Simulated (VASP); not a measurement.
# ScB15N16 (a cell with a defect) in VASP: a series of runs

The runs below take ScB15N16 (a cell with a defect) through single point, with PBE.

Program: VASP 6.6.1. These are calculated values, not measurements. Logs are shortened: lines on timing, memory, paths and dates and some standing lists are left out, and cuts for length are marked.

### Step 1. The cell of the first run

The cell holds a defect, 32 atoms: a = 6.277 Å, b = 6.277 Å, c = 6.277 Å, α = 109.47°, β = 109.47°, γ = 109.47°.

### Step 2. Single point, PBE, collinear spin

INCAR reads:

```
PREC     = Accurate       # precision mode
ENCUT    = 520            # plane-wave cutoff, eV
EDIFF    = 1E-6           # SCF threshold, eV
ISMEAR   = 0              # smearing method
SIGMA    = 0.01           # smearing width, eV
LREAL    = Auto         
LASPH    = T              # aspherical terms in the spheres
NELM     = 200            # most SCF steps
ALGO     = Normal         # electronic algorithm
ISIF     = 2              # what is computed and relaxed
LWAVE    = F              # write WAVECAR
LCHARG   = F              # write CHGCAR
ISPIN    = 2              # spin polarisation
MAGMOM   = 0.01 0 0.01 0.01 0 0.01 0 0 0 0 0.01 0.01 0 0 0 0.36 0 0 0 0 0 -0.01 0 0 0.01 -0.01 0 0 0 0 0.01 0 # initial moments
LORBIT   = 11             # projections on sites
NUPDOWN  = 1.0            # fixed moment
LMAXMIX  = 4              # l up to which the mixer works
GGA      = PE             # functional
NBANDS   = 94             # bands
NELECT   = 137.0        
GGA_COMPAT= F
```

KPOINTS reads:

```
Automatic mesh
0
Gamma
  1 1 1
  0.25 0.25 0.25
```

POSCAR reads:

```
ScB15N16
1.0
   -3.6241103800      3.6241103800     -3.6241103800
    3.6241103800      3.6241103800      3.6241103800
    3.6241103800     -3.6241103800     -3.6241103800
B Sc N
15 1 16
Direct
   -0.0115590561     -0.0074345928     -0.0059406167
   -0.0001874397      0.2504541878      0.7631008980
    0.0017087802      0.5083655503      0.4965946897
   -0.0082451822      0.7475683412      0.2420205635
    0.2485549673      0.0013299279      0.7630994313
    0.2463246626      0.5083622840      0.2519685437
    0.2511625365      0.7504557921      0.0014041709
    0.5128600224      0.0013276067      0.4988136605
    0.5128695258      0.2504541573      0.2500790466
    0.4976827166      0.4995796523      0.0122319056
    0.4946544117      0.7533115499      0.7449060150
    0.7438153345     -0.0074454189      0.2386882601
    0.7477416330      0.2504432351     -0.0020021217
    0.7619539616      0.4995886595      0.7479212107
    0.7511551181      0.7504510397      0.5014086481
    0.2698419825      0.2504051231      0.5200364213
   -0.0487377805     -0.0452545144      0.2015016180
   -0.0077949235      0.2504572202      0.0048015706
    0.0117134890      0.5053885177      0.7555606097
   -0.0042926587      0.7555741731      0.5005152188
    0.2503766798     -0.0044717403      0.0070292508
    0.2476301000      0.2504577568      0.8111573739
    0.2469622721      0.5461397848      0.4972352689
    0.2502644943      0.7555720484      0.2459621761
    0.5023764431      0.0102998995      0.7526281160
    0.5609463966      0.2504579296      0.4978947834
    0.5052917541      0.5053658071      0.2619525836
    0.4905966533      0.7453455307     -0.0045886194
    0.7567758545     -0.0044768213      0.5006229865
    0.7545572123      0.2504546536      0.2424607029
    0.7425319461      0.4906077337     -0.0072073618
    0.7451503477      0.7453376317      0.7408368235
```

Potentials or basis: VASP PAW PBE potentials, release 64 (B, Sc_sv, N).

Run with:

```
cat potpaw_PBE.64/B/POTCAR potpaw_PBE.64/Sc_sv/POTCAR potpaw_PBE.64/N/POTCAR > POTCAR
mpirun -np 1 vasp_std > vasp.out
```

OUTCAR:

```text
PREC = Accurate
   ENCUT = 520
   EDIFF = 1E-6
   ISMEAR = 0
   LREAL = Auto
   LASPH = T
   NELM = 200
   ISIF = 2
   ISPIN = 2
   LORBIT = 11
   NUPDOWN = 1.0
   GGA = PE
   NELECT = 137.0

 ion  position               nearest neighbor table
   1  0.988  0.993  0.994-  17 1.48  32 1.56  18 1.59  21 1.61  16 2.70
   2  1.000  0.250  0.763-  22 1.48  18 1.53  19 1.59  29 1.59  16 2.63
   3  0.002  0.508  0.497-  23 1.48  20 1.56  30 1.59  19 1.61  16 2.70
   4  0.992  0.748  0.242-  17 1.49  31 1.58  20 1.60  24 1.60  16 2.58
   5  0.249  0.001  0.763-  22 1.49  21 1.54  20 1.60  25 1.60  16 2.53
   6  0.246  0.508  0.252-  23 1.48  24 1.56  18 1.59  27 1.61  16 2.70
   7  0.251  0.750  0.001-  28 1.53  24 1.53  19 1.53  21 1.53
   8  0.513  0.001  0.499-  26 1.49  29 1.54  24 1.60  25 1.60  16 2.53
   9  0.513  0.250  0.250-  26 1.48  30 1.53  27 1.59  21 1.59  16 2.63
  10  0.498  0.500  0.012-  22 1.49  27 1.54  28 1.60  31 1.60  16 2.53
  11  0.495  0.753  0.745-  23 1.49  25 1.58  32 1.60  28 1.60  16 2.58
  12  0.744  0.993  0.239-  17 1.48  28 1.56  30 1.59  29 1.61  16 2.70
  13  0.748  0.250  0.998-  30 1.52  18 1.52  25 1.53  31 1.53
  14  0.762  0.500  0.748-  26 1.49  19 1.54  32 1.59  31 1.60  16 2.53
  15  0.751  0.750  0.501-  32 1.53  20 1.53  29 1.53  27 1.53
  16  0.270  0.250  0.520-  26 1.88  22 1.88  17 1.96  23 1.96   8 2.53  14 2.53   5 2.53  10 2.53
                             4 2.58  11 2.58   9 2.63   2 2.63   1 2.70  12 2.70   6 2.70   3 2.70
  17  0.951  0.955  0.202-   1 1.48  12 1.48   4 1.49  16 1.96
  18  0.992  0.250  0.005-  13 1.52   2 1.53   1 1.59   6 1.59
  19  0.012  0.505  0.756-   7 1.53  14 1.54   2 1.59   3 1.61
  20  0.996  0.756  0.501-  15 1.53   3 1.56   5 1.60   4 1.60
  21  0.250  0.996  0.007-   7 1.53   5 1.54   9 1.59   1 1.61
  22  0.248  0.250  0.811-   2 1.48  10 1.49   5 1.49  16 1.88
[... 8 lines left out ...]
  31  0.743  0.491  0.993-  13 1.53   4 1.58  10 1.60  14 1.60
  32  0.745  0.745  0.741-  15 1.53   1 1.56  14 1.59  11 1.60

  LATTYP: Found a body centered cubic cell.
 ALAT       =     7.2482207600

  Lattice vectors:

 A1 = (  -3.6241103800,   3.6241103800,  -3.6241103800)
 A2 = (   3.6241103800,   3.6241103800,   3.6241103800)
 A3 = (   3.6241103800,  -3.6241103800,  -3.6241103800)

Analysis of symmetry for initial positions (statically):
=====================================================================
 Subroutine PRICEL returns:
 Original cell was already a primitive cell.

 Routine SETGRP: Setting up the symmetry group for a
 body centered cubic supercell.

 Subroutine GETGRP returns: Found  1 space group operations
 (whereof  1 operations were pure point group operations)
 out of a pool of 48 trial point group operations.

The static configuration has the point symmetry C_1 .

Analysis of symmetry for dynamics (positions and initial velocities):
=====================================================================
 Subroutine PRICEL returns:
 Original cell was already a primitive cell.

 Routine SETGRP: Setting up the symmetry group for a
 body centered cubic supercell.

 Subroutine GETGRP returns: Found  1 space group operations
 (whereof  1 operations were pure point group operations)
 out of a pool of 48 trial point group operations.

The dynamic configuration has the point symmetry C_1 .

Analysis of structural, dynamic, and magnetic symmetry:
=====================================================================
 Subroutine PRICEL returns:
 Original cell was already a primitive cell.

 Routine SETGRP: Setting up the symmetry group for a
 body centered cubic supercell.

 Subroutine GETGRP returns: Found  1 space group operations
 (whereof  1 operations were pure point group operations)
 out of a pool of 48 trial point group operations.

The overall configuration has the point symmetry C_1 .

 Subroutine INISYM returns: Found  1 space group operations
 (whereof  1 operations are pure point group operations),
 and found     1 'primitive' translations

[... 112 lines left out ...]
   k-points           NKPTS =      1   k-points in BZ     NKDIM =      1   number of bands    NBANDS=     94
   number of dos      NEDOS =    301   number of ions     NIONS =     32
   total plane-waves  NPLWV = 110592
   dimension x,y,z NGX =    48 NGY =   48 NGZ =   48
   dimension x,y,z NGXF=    96 NGYF=   96 NGZF=   96
   ions per type =              15   1  16
   NGX,Y,Z   is equivalent  to a cutoff of  12.71, 12.71, 12.71 a.u.
   NGXF,Y,Z  is equivalent  to a cutoff of  25.42, 25.42, 25.42 a.u.
 SYSTEM =  unknown system
   PREC   = accura    normal or accurate (medium, high low for compatibility)
   ISTART =      0    job   : 0-new  1-cont  2-samecut
   ICHARG =      2    charge: 1-file 2-atom 10-const
   ISPIN  =      2    spin polarized calculation?
   LNONCOLLINEAR =      F non collinear calculations
   LSORBIT =      F    spin-orbit coupling
   LASPH  =      T    aspherical Exc in radial PAW
   ENCUT  =  520.0 eV  38.22 Ry    6.18 a.u.  11.67 11.67 11.67*2*pi/ulx,y,z
   NELM   =    200;   NELMIN=  2; NELMDL= -5     # of ELM steps
   EDIFF  = 0.1E-05   stopping-criterion for ELM
   LREAL  =      T    real-space projection
   EDIFFG = 0.1E-04   stopping-criterion for IOM
   NSW    =      0    number of steps for IOM
   IBRION =     -1    ionic relax: 0-MD 1-quasi-New 2-CG
   NFREE  =      0    steps in history (QN), initial steepest desc. (CG)
   ISIF   =      2    stress and relaxation
   ISYM   =      2    0-nonsym 1-usesym 2-fastsym
   POTIM  = 0.5000    time-step for ionic-motion
   TEBEG  =    0.0;   TEEND  =   0.0 temperature during run
   PSTRESS=    0.0 pullay stress
   NELECT =     137.0000    total number of electrons
   NUPDOWN=       1.0000    fix difference up-down
   EMIN   =  10.00;   EMAX   =-10.00  energy-range for DOS
   EFERMI =   0.00;   METHOD = LEGACY
   ISMEAR =     0;   SIGMA  =   0.01  broadening in eV -4-tet -1-fermi 0-gaus
   EFERMI_NEDOS =   21; number of points for ismear=-14 and -15
   IALGO  =     38    algorithm
   IMIX   =      4    mixing-type and parameters
     AMIX     =   0.40;   BMIX     =  1.00
     AMIX_MAG =   1.60;   BMIX_MAG =  1.00
  volume/ion in A,a.u.               =       5.95        40.15
  Fermi-wavevector in a.u.,A,eV,Ry     =   1.466989  2.772208 29.280520  2.152058
  Thomas-Fermi vector in A             =   2.582661
   LORBIT       =     11    0 simple, 1 ext, 2 COOP (PROOUT), +10 PAW based schemes
   GGA     = PE    functional components
   LHFCALC =     F    Hartree Fock is set to
   AEXX    =    0.0000 exact exchange contribution
   IVDW    =     0    specifies the selected vdW correction
   LEPSILON=     F    determine dielectric tensor
   LRPA    =     F    only Hartree local field effects (RPA)
 spin polarized calculation
 Gauss-broadening in eV      SIGMA  =   0.01
  energy-cutoff  :      520.00
  volume of cell :      190.40
 maximum number of plane-waves:      5072
 NGX is ok and might be reduce to    48
   NGX = 23   NGY = 23   NGZ = 23

 number of electron     136.9999998 magnetization       1.0000007

 Free energy of the ion-electron system (eV)
  ---------------------------------------------------
  ext. energy  EPLUGINS =         0.00000000
  ---------------------------------------------------
  free energy    TOTEN  =      -259.14300132 eV

  energy without entropy =     -259.14300132  energy(sigma->0) =     -259.14300132

 E-fermi :   7.8463     XC(G=0): -12.9947

 val. band max:       12.7902069165   @ k =   0.2500   0.2500   0.2500
 cond. band min:      13.1002626386   @ k =   0.2500   0.2500   0.2500
 fundamental gap:      0.3100557221
 Fermi energy:        12.9512737343

 spin component 1

 k-point     1 :       0.2500    0.2500    0.2500
  band No.  band energies     occupation
      1     -37.2968      1.00000
      2     -16.8614      1.00000
      3     -16.5536      1.00000
      4     -16.5241      1.00000
      5     -11.3119      1.00000
      6     -11.2869      1.00000
[... 72 lines left out ...]
     79      15.1247      0.00000
     80      15.6477      0.00000
 Fermi energy:         7.8463015073

 spin component 2

 k-point     1 :       0.2500    0.2500    0.2500
  band No.  band energies     occupation
      1     -36.8397      1.00000
      2     -16.7049      1.00000
      3     -16.0230      1.00000
      4     -15.8518      1.00000
      5     -11.2986      1.00000
      6     -11.2550      1.00000
[... 72 lines left out ...]
     79      15.1660      0.00000
     80      15.7358      0.00000
 [bands above 80 left out]

------------------------ aborting loop because EDIFF is reached ----------------------------------------

  FORCE on cell =-STRESS in cart. coord.  units (eV):
  Direction    XX          YY          ZZ          XY          YZ          ZX
  --------------------------------------------------------------------------------------
  -------------------------------------------------------------------------------------
  Total       48.2794727     48.2705190     45.9162561     -3.7708169     -0.0136359      0.0048149
  in kB      406.2644862    406.1891421    386.3783746    -31.7308558     -0.1147440      0.0405170
  external PRESSURE =     399.6106676 kB  Pullay stress =       0.0000000 kB

 VOLUME and BASIS-vectors are now :
 -----------------------------------------------------------------------------
  energy-cutoff  :      520.00
  volume of cell :      190.40
      direct lattice vectors                 reciprocal lattice vectors
    -3.624110380  3.624110380 -3.624110380     0.000000000  0.137964893 -0.137964893
     3.624110380  3.624110380  3.624110380     0.137964893  0.137964893  0.000000000
     3.624110380 -3.624110380 -3.624110380     0.137964893  0.000000000 -0.137964893

 POSITION                                       TOTAL-FORCE (eV/Angst)
 -----------------------------------------------------------------------------------
      3.61753      3.57680     -3.58763        -0.005347      0.025208      0.002939
      0.04980      1.76554     -5.48132         0.006457     -0.004702      0.025505
      3.63589      0.04885      0.03647         0.003740     -0.026741      0.001151
     -0.00785      5.42639     -1.76207        -0.010352     -0.008542     -0.026633
      1.86959     -1.85995     -3.66153        -0.024941     -0.002964     -0.002830
      1.86282      1.82191      0.03649        -0.027180      0.003467      0.000187
[... 24 lines left out ...]
      2.68499      0.87104     -4.51099         0.004916      0.005227      0.012892
      2.68555      2.71682     -2.68420         0.004692     -0.011663     -0.001938
 -----------------------------------------------------------------------------------
    total drift:                                0.001512      0.000285     -0.001523

  FREE ENERGIE OF THE ION-ELECTRON SYSTEM (eV)
  ---------------------------------------------------
  free  energy   TOTEN  =      -259.1430013192 eV

  energy  without entropy=     -259.1430013192  energy(sigma->0) =     -259.14300132

 total charge

# of ion       s       p       d       tot
------------------------------------------
    1        0.680   1.400   0.000   2.079
    2        0.686   1.419   0.000   2.105
    3        0.680   1.400   0.000   2.079
    4        0.678   1.380   0.000   2.058
    5        0.682   1.405   0.000   2.087
    6        0.680   1.399   0.000   2.079
[... 24 lines left out ...]
   31        1.217   2.757   0.000   3.975
   32        1.217   2.770   0.000   3.988
--------------------------------------------------
tot         32.172  72.473   2.099 106.744

 magnetization (x)

# of ion       s       p       d       tot
------------------------------------------
    1        0.001   0.008   0.000   0.009
    2        0.002   0.005   0.000   0.007
    3        0.001   0.008   0.000   0.009
    4        0.006   0.010   0.000   0.016
    5        0.001   0.001   0.000   0.002
    6        0.001   0.008   0.000   0.009
[... 24 lines left out ...]
   31        0.004   0.000   0.000   0.005
   32        0.002   0.001   0.000   0.003
--------------------------------------------------
tot          0.054   0.069   0.592   0.715
```

Run time: 4.9 min. Hardware: 1 thread of Intel Xeon 8259CL, shared host; peak memory 0.41 GiB.

Results:

- Free energy: -259.1430 eV
- Largest force: 0.095 eV/Å
- Net moment: 1.00 μB per cell
- Site moments: B +0.01, +0.02, +0.00 (each value once); Sc +0.61; N -0.00, +0.00, -0.01, +0.01 (each value once) μB
- Valence electrons inside the program's atomic spheres: B 2.08, 2.10, 2.06, 2.09, 2.19 (each value once); Sc 10.81; N 4.12, 4.00, 3.99, 4.13, 3.98 (each value once)

Forces in eV/Å, atoms in the order of the input:
```
B   -0.005  0.025  0.003
B    0.006 -0.005  0.026
B    0.004 -0.027  0.001
B   -0.010 -0.009 -0.027
B   -0.025 -0.003 -0.003
B   -0.027  0.003  0.000
B    0.001 -0.002  0.002
B   -0.004 -0.026 -0.004
B   -0.006  0.007  0.029
B    0.004  0.026 -0.003
B    0.010  0.010 -0.025
B    0.025 -0.005  0.003
B    0.000  0.002 -0.001
B    0.026  0.006 -0.009
B   -0.001  0.000  0.003
Sc   0.006 -0.003  0.041
N   -0.029 -0.031  0.032
N   -0.002  0.002 -0.016
N   -0.015  0.000  0.003
N   -0.004  0.011 -0.002
N    0.016 -0.001  0.000
N    0.057 -0.057 -0.043
N    0.028  0.031  0.032
N    0.012 -0.004 -0.002
N   -0.006 -0.006  0.010
N   -0.060  0.059 -0.044
N    0.003 -0.015  0.001
N   -0.013  0.005 -0.003
N   -0.002  0.017  0.000
N    0.002 -0.002 -0.016
N    0.005  0.005  0.013
N    0.005 -0.012 -0.002
```

Caveat: the k points lie up to 1.23 Å⁻¹ apart, too coarse for converged energies, forces and pressures; the cell carries a net charge on a neutralising background, which shifts energy and pressure; the cell is charged against a uniform background, so pressure and absolute levels hang on convention; the total moment is fixed, so each spin has its own Fermi level and the state may be an excited one.

### Step 3. Single point, PBE, collinear spin

INCAR, as its differences from that of step 2:

```diff
@@ -13,3 +13,3 @@
 ISPIN    = 2              # spin polarisation
-MAGMOM   = 0.01 0 0.01 0.01 0 0.01 0 0 0 0 0.01 0.01 0 0 0 0.36 0 0 0 0 0 -0.01 0 0 0.01 -0.01 0 0 0 0 0.01 0 # initial moments
+MAGMOM   = 0 0 0 0 0 0 0 0 0 0 0 0 0 0 0.01 0.07 0.01 0 0.04 0.05 0 0.01 0.17 0.04 0.04 0.17 0.01 0 0.05 0.04 0 0.01 # initial moments
 LORBIT   = 11             # projections on sites
@@ -18,4 +18,4 @@
 GGA      = PE             # functional
+NELECT   = 135.0        
 NBANDS   = 94             # bands
-NELECT   = 137.0        
 GGA_COMPAT= F
```

KPOINTS is that of step 2.

POSCAR reads:

```
ScB15N16
1.0
   -3.6241103800      3.6241103800     -3.6241103800
    3.6241103800      3.6241103800      3.6241103800
    3.6241103800     -3.6241103800     -3.6241103800
B Sc N
15 1 16
Direct
   -0.0094681523     -0.0107317036     -0.0077344970
    0.0016339377      0.2477165090      0.7587109220
   -0.0054433011      0.5084003458      0.5010452233
   -0.0087165112      0.7425755514      0.2433587322
    0.2489749336      0.0002673284      0.7587094852
    0.2462850707      0.5070023917      0.2460206687
    0.2513285238      0.7500191903      0.0011142902
    0.5096822635     -0.0070157140      0.5010464186
    0.5084018621      0.2450219650      0.2457836869
    0.4993365136      0.4980650768      0.0097779181
    0.5013084406      0.7620219841      0.7560514569
    0.7438770032     -0.0100087859      0.2433240172
    0.7512630237      0.2499166440      0.0009630218
    0.7636414582      0.5002575923      0.7562940976
    0.7475078449      0.7461063211      0.5010328103
    0.2736486776      0.2715605024      0.5009267960
   -0.0390872931     -0.0403538233      0.2114373364
   -0.0033942612      0.2483124991      0.0041366696
    0.0099403425      0.5027003219      0.7545836090
   -0.0049254798      0.7560510077      0.5010475341
    0.2496743413     -0.0046717181      0.0041950562
    0.2505630576      0.2492889835      0.7906060452
    0.2435284543      0.5602793059      0.5010494385
    0.2504956733      0.7549942621      0.2475491392
    0.5039761002      0.0084528931      0.7545091639
    0.5627387085      0.2422564416      0.5010360932
    0.5009885919      0.4996166380      0.2594409365
    0.4934889272      0.7451953254     -0.0020799594
    0.7574715564     -0.0062896191      0.5010469162
    0.7564155217      0.2491586631      0.2475051798
    0.7465317584      0.4921647974     -0.0021183798
    0.7425690393      0.7411929060      0.7426125496
```

Potentials or basis: VASP PAW PBE potentials, release 64 (B, Sc_sv, N).

Run with:

```
cat potpaw_PBE.64/B/POTCAR potpaw_PBE.64/Sc_sv/POTCAR potpaw_PBE.64/N/POTCAR > POTCAR
mpirun -np 1 vasp_std > vasp.out
```

It took 4.5 min on 1 thread of Intel Xeon 8259CL, shared host; peak memory 0.41 GiB.

Results (log left out):

| Property | Result |
| --- | --- |
| Free energy | -279.3854 eV |
| Largest force | 0.122 eV/Å |
| Net moment | 1.00 μB per cell |
| Site moments | B -0.00, +0.01 (each value once); Sc +0.15; N +0.01, +0.04, +0.05, +0.19, +0.20, +0.06 (each value once) μB |
| Valence electrons inside the program's atomic spheres | B 2.03, 2.05, 2.08, 2.12 (each value once); Sc 10.50; N 4.06, 3.97, 3.96, 4.03 (each value once) |

Forces in eV/Å, atoms in the order of the input:
```
B   -0.014  0.022  0.013
B    0.005 -0.008  0.011
B    0.005 -0.013  0.005
B   -0.003 -0.006 -0.019
B   -0.016 -0.007 -0.002
B   -0.009  0.010  0.002
B   -0.003 -0.011  0.000
B   -0.011 -0.006 -0.009
B    0.001  0.009  0.001
B    0.013  0.017 -0.014
B   -0.001  0.006 -0.009
B    0.014 -0.003 -0.002
B    0.000 -0.008  0.003
B    0.001  0.009  0.001
B    0.000  0.006 -0.001
Sc   0.013 -0.031  0.008
N   -0.040 -0.058  0.042
N   -0.016  0.007  0.001
N   -0.007 -0.004  0.000
N   -0.010  0.000 -0.009
N   -0.002  0.006  0.014
N    0.036 -0.057 -0.037
N    0.072  0.065  0.074
N    0.007 -0.007 -0.004
N    0.002 -0.004  0.005
N   -0.064  0.054 -0.067
N    0.001 -0.001  0.001
N    0.006  0.009 -0.013
N    0.008  0.007  0.010
N   -0.001 -0.006 -0.005
N    0.013  0.003 -0.003
N    0.002 -0.002  0.000
```

Caveat: the k points lie up to 1.23 Å⁻¹ apart, too coarse for converged energies, forces and pressures; the cell carries a net charge on a neutralising background, which shifts energy and pressure; the cell is charged against a uniform background, so pressure and absolute levels hang on convention; the total moment is fixed, so each spin has its own Fermi level and the state may be an excited one.
